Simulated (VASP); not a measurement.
# Si8O15 (a cell with a defect) in VASP: single point with PBE+D3(BJ)

Aim: the single point of Si8O15 (a cell with a defect) with PBE+D3(BJ).

Everything below comes from runs of VASP 6.6.1. Logs are shortened: lines on timing, memory, paths and dates and some standing lists are left out, and cuts for length are marked.

## Step 1: The cell of the first run

The cell holds a defect, 23 atoms: a = 5.869 Å, b = 5.869 Å, c = 5.315 Å, α = 90.00°, β = 90.00°, γ = 90.00°.

## Step 2: Single point, PBE+D3(BJ)

INCAR reads:

```
SYSTEM = Si8O15
  PREC = Accurate
  ENCUT = 520
  EDIFF = 1E-6
  ISMEAR = 0
  SIGMA = 0.02
  LREAL = Auto
  LASPH = .TRUE.
  NELM = 80
  ALGO = Normal
  ISIF = 2
  LWAVE = .FALSE.
  LCHARG = .TRUE.
  GGA = PE
  IVDW = 12
  LELF = .TRUE.
  LVHAR = .TRUE.
  NBANDS = 78
  NELECT = 124.0
```

KPOINTS reads:

```
Automatic mesh
0
G
  2 2 2
  0 0 0
```

POSCAR reads:

```
Si8O15
1.0
   -4.1501000000     -4.1501000000      0.0000000000
    4.1501000000     -4.1501000000      0.0000000000
    0.0000000000      0.0000000000      5.3150000000
Si O
8 15
Direct
    0.5037420471      0.4988741294     -0.0065095283
   -0.0051055914      0.4988660116      0.2563736933
    0.4995978014      0.4988841694      0.4949275868
    0.0052361020      0.4988855681      0.7591370228
   -0.0003740006     -0.0011307854      0.0180721815
    0.4660126487     -0.0011305780      0.2624312452
   -0.0163405376     -0.0011173402      0.5250469492
    0.6150587583     -0.0011030768      0.6628927851
    0.1991682746      0.4988501215      0.0101303764
   -0.0295690152      0.2002950411      0.2604584650
    0.8032711035      0.4988996348      0.0017416199
   -0.0295453510      0.7974485621      0.2604437936
    0.1948150732      0.4988599741      0.5015108029
    0.0142371346      0.2066902186      0.7751884799
    0.8065076382      0.4988833277      0.5088531904
    0.0143015133      0.7910802579      0.7752022822
    0.6948289117     -0.0011414876     -0.0139042913
    0.5003750891      0.6887294760      0.2459455812
    0.2856533109     -0.0011069708      0.0246104043
    0.5003814706      0.3090209234      0.2459444115
    0.5073468912      0.6964187022      0.7376130926
    0.2627100488     -0.0010942762      0.4943855638
    0.5073801786      0.3013247972      0.7376078921
```

Potentials or basis: VASP PAW PBE potentials, release 64 (Si, O).

The run is started by

```sh
$ cat potpaw_PBE.64/Si/POTCAR potpaw_PBE.64/O/POTCAR > POTCAR
$ mpirun -np 1 vasp_std > vasp.out
```

OUTCAR:

```text
SYSTEM = Si8O15
   PREC = Accurate
   ENCUT = 520
   EDIFF = 1E-6
   ISMEAR = 0
   LREAL = Auto
   LASPH = .TRUE.
   NELM = 80
   ISIF = 2
   GGA = PE
   IVDW = 12
   NELECT = 124.0
 IVDW          = 12

 ion  position               nearest neighbor table
   1  0.504  0.499  0.993-  20 1.74  18 1.74  11 1.76  21 1.79  23 1.79   9 1.79   3 2.65   3 2.67

   2  0.995  0.499  0.256-  15 1.74  13 1.75  10 1.76  12 1.76  11 1.76   9 1.77   4 2.64   4 2.67

   3  0.500  0.499  0.495-  18 1.73  20 1.73  21 1.73  23 1.74  13 1.79  15 1.80   1 2.65   1 2.67
                             8 3.14   8 3.14
   4  0.005  0.499  0.759-  14 1.72  16 1.72  11 1.75   9 1.75  13 1.76  15 1.77   2 2.64   2 2.67

   5  1.000  0.999  0.018-  19 1.68  12 1.76  10 1.76  16 1.78  14 1.78  17 1.80   7 2.62   7 2.70
                             8 2.94   6 3.03
   6  0.466  0.999  0.262-  19 1.65  22 1.72  18 1.83  20 1.83  17 1.99   8 2.30   5 3.03
   7  0.984  0.999  0.525-  22 1.65  14 1.81  16 1.81  10 1.84  12 1.84   8 2.28   5 2.62   5 2.70

   8  0.615  0.999  0.663-  17 1.78  23 1.93  21 1.93  22 2.25   7 2.28   6 2.30   5 2.94   3 3.14
                             3 3.14
   9  0.199  0.499  0.010-   4 1.75   2 1.77   1 1.79
  10  0.970  0.200  0.260-   5 1.76   2 1.76   7 1.84
  11  0.803  0.499  0.002-   4 1.75   1 1.76   2 1.76
  12  0.970  0.797  0.260-   5 1.76   2 1.76   7 1.84
  13  0.195  0.499  0.502-   2 1.75   4 1.76   3 1.79
  14  0.014  0.207  0.775-   4 1.72   5 1.78   7 1.81
  15  0.807  0.499  0.509-   2 1.74   4 1.77   3 1.80
  16  0.014  0.791  0.775-   4 1.72   5 1.78   7 1.81
  17  0.695  0.999  0.986-   8 1.78   5 1.80   6 1.99
  18  0.500  0.689  0.246-   3 1.73   1 1.74   6 1.83
  19  0.286  0.999  0.025-   6 1.65   5 1.68
  20  0.500  0.309  0.246-   3 1.73   1 1.74   6 1.83
  21  0.507  0.696  0.738-   3 1.73   1 1.79   8 1.93
  22  0.263  0.999  0.494-   7 1.65   6 1.72   8 2.25
  23  0.507  0.301  0.738-   3 1.74   1 1.79   8 1.93

  LATTYP: Found a simple tetragonal cell.
 ALAT       =     5.8691277052
 C/A-ratio  =     0.9055860201

  Lattice vectors:

 A1 = (  -4.1501000000,  -4.1501000000,   0.0000000000)
 A2 = (   4.1501000000,  -4.1501000000,   0.0000000000)
 A3 = (   0.0000000000,   0.0000000000,   5.3150000000)

Analysis of symmetry for initial positions (statically):
=====================================================================
 Subroutine PRICEL returns:
 Original cell was already a primitive cell.

 Routine SETGRP: Setting up the symmetry group for a
 simple tetragonal supercell.

 Subroutine GETGRP returns: Found  1 space group operations
 (whereof  1 operations were pure point group operations)
 out of a pool of 16 trial point group operations.

The static configuration has the point symmetry C_1 .

Analysis of symmetry for dynamics (positions and initial velocities):
=====================================================================
 Subroutine PRICEL returns:
 Original cell was already a primitive cell.

 Routine SETGRP: Setting up the symmetry group for a
 simple tetragonal supercell.

 Subroutine GETGRP returns: Found  1 space group operations
 (whereof  1 operations were pure point group operations)
 out of a pool of 16 trial point group operations.

The dynamic configuration has the point symmetry C_1 .

 Subroutine INISYM returns: Found  1 space group operations
 (whereof  1 operations are pure point group operations),
 and found     1 'primitive' translations

----------------------------------------------------------------------------------------

                                     Primitive cell

  volume of cell :     183.0840

  direct lattice vectors                    reciprocal lattice vectors
    -4.150100000 -4.150100000  0.000000000    -0.120479025 -0.120479025  0.000000000
     4.150100000 -4.150100000  0.000000000     0.120479025 -0.120479025  0.000000000
     0.000000000  0.000000000  5.315000000     0.000000000  0.000000000  0.188146754

  length of vectors
     5.869127705  5.869127705  5.315000000     0.170383071  0.170383071  0.188146754

  position of ions in fractional coordinates (direct lattice)
     0.503742047  0.498874129  0.993490472
     0.994894409  0.498866012  0.256373693
     0.499597801  0.498884169  0.494927587
     0.005236102  0.498885568  0.759137023
     0.999625999  0.998869215  0.018072182
     0.466012649  0.998869422  0.262431245
[... 15 lines left out ...]
     0.262710049  0.998905724  0.494385564
     0.507380179  0.301324797  0.737607892

  ion indices of the primitive-cell ions
   primitive index   ion index
                 1           1
                 2           2
                 3           3
                 4           4
                 5           5
                 6           6
[... 15 lines left out ...]
                22          22
                23          23

----------------------------------------------------------------------------------------

 KPOINTS: Automatic mesh

Automatic generation of k-mesh.
 Grid dimensions read from file:
 generate k-points for:    2    2    2

 Generating k-lattice:

  Cartesian coordinates                     Fractional coordinates (reciprocal lattice)
    -0.060239512 -0.060239512  0.000000000     0.500000000  0.000000000  0.000000000
     0.060239512 -0.060239512  0.000000000     0.000000000  0.500000000  0.000000000
     0.000000000  0.000000000  0.094073377     0.000000000  0.000000000  0.500000000

  Length of vectors
     0.085191535  0.085191535  0.094073377

  Shift w.r.t. Gamma in fractional coordinates (k-lattice)
     0.000000000  0.000000000  0.000000000

 Subroutine IBZKPT returns following result:
 ===========================================

 Found      8 irreducible k-points:

 Following reciprocal coordinates:
            Coordinates               Weight
  0.000000  0.000000  0.000000      1.000000
  0.500000  0.000000  0.000000      1.000000
  0.000000  0.500000  0.000000      1.000000
  0.500000  0.500000  0.000000      1.000000
  0.000000  0.000000  0.500000      1.000000
  0.500000  0.000000  0.500000      1.000000
  0.000000  0.500000  0.500000      1.000000
  0.500000  0.500000  0.500000      1.000000
   k-points           NKPTS =      8   k-points in BZ     NKDIM =      8   number of bands    NBANDS=     78
   number of dos      NEDOS =    301   number of ions     NIONS =     23
   total plane-waves  NPLWV =  92160
   dimension x,y,z NGX =    48 NGY =   48 NGZ =   40
   dimension x,y,z NGXF=    96 NGYF=   96 NGZF=   80
   ions per type =               8  15
   NGX,Y,Z   is equivalent  to a cutoff of  13.60, 13.60, 12.51 a.u.
   NGXF,Y,Z  is equivalent  to a cutoff of  27.19, 27.19, 25.02 a.u.
 SYSTEM =  Si8O15
   PREC   = accura    normal or accurate (medium, high low for compatibility)
   ISTART =      0    job   : 0-new  1-cont  2-samecut
   ICHARG =      2    charge: 1-file 2-atom 10-const
   ISPIN  =      1    spin polarized calculation?
   LNONCOLLINEAR =      F non collinear calculations
   LSORBIT =      F    spin-orbit coupling
   LASPH  =      T    aspherical Exc in radial PAW
   ENCUT  =  520.0 eV  38.22 Ry    6.18 a.u.  10.91 10.91  9.88*2*pi/ulx,y,z
   NELM   =     80;   NELMIN=  2; NELMDL= -5     # of ELM steps
   EDIFF  = 0.1E-05   stopping-criterion for ELM
   LREAL  =      T    real-space projection
   EDIFFG = 0.1E-04   stopping-criterion for IOM
   NSW    =      0    number of steps for IOM
   IBRION =     -1    ionic relax: 0-MD 1-quasi-New 2-CG
   NFREE  =      0    steps in history (QN), initial steepest desc. (CG)
   ISIF   =      2    stress and relaxation
   ISYM   =      2    0-nonsym 1-usesym 2-fastsym
   POTIM  = 0.5000    time-step for ionic-motion
   TEBEG  =    0.0;   TEEND  =   0.0 temperature during run
   PSTRESS=    0.0 pullay stress
   NELECT =     124.0000    total number of electrons
   NUPDOWN=      -1.0000    fix difference up-down
   EMIN   =  10.00;   EMAX   =-10.00  energy-range for DOS
   EFERMI =   0.00;   METHOD = LEGACY
   ISMEAR =     0;   SIGMA  =   0.02  broadening in eV -4-tet -1-fermi 0-gaus
   EFERMI_NEDOS =   21; number of points for ismear=-14 and -15
   IALGO  =     38    algorithm
   IMIX   =      4    mixing-type and parameters
     AMIX     =   0.40;   BMIX     =  1.00
     AMIX_MAG =   1.60;   BMIX_MAG =  1.00
  volume/ion in A,a.u.               =       7.96        53.72
  Fermi-wavevector in a.u.,A,eV,Ry     =   1.437690  2.716840 28.122598  2.066953
  Thomas-Fermi vector in A             =   2.556740
   LORBIT       =      0    0 simple, 1 ext, 2 COOP (PROOUT), +10 PAW based schemes
   GGA     = PE    functional components
   LHFCALC =     F    Hartree Fock is set to
   AEXX    =    0.0000 exact exchange contribution
   IVDW    =    12    specifies the selected vdW correction
   LEPSILON=     F    determine dielectric tensor
   LRPA    =     F    only Hartree local field effects (RPA)
 non-spin polarized calculation
 Gauss-broadening in eV      SIGMA  =   0.02
  energy-cutoff  :      520.00
  volume of cell :      183.08
 maximum number of plane-waves:      4948
 NGX is ok and might be reduce to    48
   NGX = 21   NGY = 21   NGZ = 19

 number of electron     123.9999964 magnetization

 Free energy of the ion-electron system (eV)
  ---------------------------------------------------
  ext. energy  EPLUGINS =         0.00000000
  ---------------------------------------------------
  free energy    TOTEN  =      -148.74787623 eV

  energy without entropy =     -148.74787623  energy(sigma->0) =     -148.74787623

 E-fermi :  11.7612     XC(G=0): -12.3054

 val. band max:       11.5675287618   @ k =   0.0000   0.5000   0.0000
 cond. band min:      13.1653641344   @ k =   0.0000   0.5000   0.0000
 fundamental gap:      1.5978353726
 Fermi energy:        11.7611811935

 k-point     1 :       0.0000    0.0000    0.0000
  band No.  band energies     occupation
      1     -14.7179      2.00000
      2     -12.8403      2.00000
      3     -12.3459      2.00000
      4     -12.0597      2.00000
      5     -11.9177      2.00000
      6     -11.7950      2.00000
[... 66 lines left out ...]
     73      17.5498      0.00000
     74      18.5581      0.00000
[... 537 lines left out ...]
     73      18.4973      0.00000
     74      18.5066      0.00000
 [bands above 74 left out]

------------------------ aborting loop because EDIFF is reached ----------------------------------------

 Edisp (eV)   -5.58358

 E8    (eV) :    -1.9354

  FORCE on cell =-STRESS in cart. coord.  units (eV):
  Direction    XX          YY          ZZ          XY          YZ          ZX
  --------------------------------------------------------------------------------------
  -------------------------------------------------------------------------------------
  Total      49.84307    49.83913    45.79123     3.98445    -6.11002    -6.10263
  in kB     436.17924   436.14471   400.72140    34.86811   -53.46907   -53.40441
  external pressure =      424.35 kB  Pullay stress =        0.00 kB

 VOLUME and BASIS-vectors are now :
 -----------------------------------------------------------------------------
  energy-cutoff  :      520.00
  volume of cell :      183.08
      direct lattice vectors                 reciprocal lattice vectors
    -4.150100000 -4.150100000  0.000000000    -0.120479025 -0.120479025  0.000000000
     4.150100000 -4.150100000  0.000000000     0.120479025 -0.120479025  0.000000000
     0.000000000  0.000000000  5.315000000     0.000000000  0.000000000  0.188146754

 POSITION                                       TOTAL-FORCE (eV/Angst)
 -----------------------------------------------------------------------------------
     -0.02020     -4.16096      5.28040         0.011093      0.011975     -0.008312
     -2.05857     -6.19926      1.36263        -0.004195     -0.005735     -0.011553
     -0.00296     -4.14380      2.63054         0.003791      0.004199     -0.015232
      2.04869     -2.09216      4.03481         0.003620      0.002469     -0.004377
     -0.00314     -8.29395      0.09605         0.008816      0.006893     -0.036711
      2.21141     -6.07941      1.39482        -0.046876     -0.049259      0.011532
[... 15 lines left out ...]
      3.05529     -5.23583      2.62766        -0.013567     -0.013138     -0.007682
     -0.85515     -3.35621      3.92039        -0.020429      0.007481      0.011339
 -----------------------------------------------------------------------------------
    total drift:                                0.013206      0.007240     -0.000264

  FREE ENERGIE OF THE ION-ELECTRON SYSTEM (eV)
  ---------------------------------------------------
  free  energy   TOTEN  =      -154.3314568103 eV

  energy  without entropy=     -154.3314568103  energy(sigma->0) =     -154.33145681
```

Run time: 8 min. Hardware: 1 thread of Intel Xeon 8259CL, shared host; peak memory 0.32 GiB.

What came out:

| Item | Value |
| --- | --- |
| Free energy | -154.3315 eV |
| Largest force | 0.069 eV/Å |
| Dispersion energy per atom | -0.243 eV |

Forces on the atoms (eV/Å):
```
Si   0.011  0.012 -0.008
Si  -0.004 -0.006 -0.012
Si   0.004  0.004 -0.015
Si   0.004  0.002 -0.004
Si   0.009  0.007 -0.037
Si  -0.047 -0.049  0.012
Si   0.022  0.023  0.010
Si   0.031  0.032 -0.015
O   -0.008 -0.008  0.006
O   -0.005 -0.002  0.004
O    0.004  0.008  0.000
O    0.001 -0.005  0.006
O   -0.002 -0.003  0.001
O    0.008 -0.010  0.009
O    0.015  0.014  0.006
O   -0.013  0.011  0.006
O    0.001  0.002  0.023
O    0.024 -0.019 -0.003
O   -0.010 -0.009 -0.002
O   -0.017  0.021 -0.001
O    0.005 -0.020  0.011
O   -0.014 -0.013 -0.008
O   -0.020  0.007  0.011
```

Levels at points of the mesh, in eV from the Fermi level:
```tsv
k point	band 58	band 59	band 60	band 61	band 62	band 63	band 64	band 65	band 66	band 67
(0.00, 0.00, 0.00)	-4.42	-4.37	-3.90	-3.47	-0.45	2.11	2.67	2.89	2.90	3.69
(0.50, 0.00, 0.00)	-4.43	-4.39	-3.91	-3.84	-0.76	2.22	2.74	3.02	3.68	3.87
(0.00, 0.50, 0.00)	-4.72	-4.13	-4.11	-3.65	-0.19	1.40	3.30	3.32	3.95	4.00
(0.50, 0.50, 0.00)	-4.39	-4.11	-3.96	-3.82	-0.37	1.87	3.26	3.98	4.22	4.45
(0.00, 0.00, 0.50)	-4.48	-4.13	-4.04	-4.00	-0.95	1.50	3.09	3.77	4.16	4.55
(0.50, 0.00, 0.50)	-4.30	-4.10	-4.02	-3.96	-0.89	1.52	3.20	4.07	4.24	4.71
(0.00, 0.50, 0.50)	-4.38	-4.13	-3.96	-3.83	-0.53	2.29	2.53	4.03	4.53	4.94
(0.50, 0.50, 0.50)	-4.33	-4.25	-4.16	-3.83	-0.66	2.25	2.37	5.09	5.12	5.41
```

Caveat: the k points lie up to 0.59 Å⁻¹ apart; the cell carries a net charge on a neutralising background, which shifts energy and pressure; the cell is charged against a uniform background, so pressure and absolute levels hang on convention.
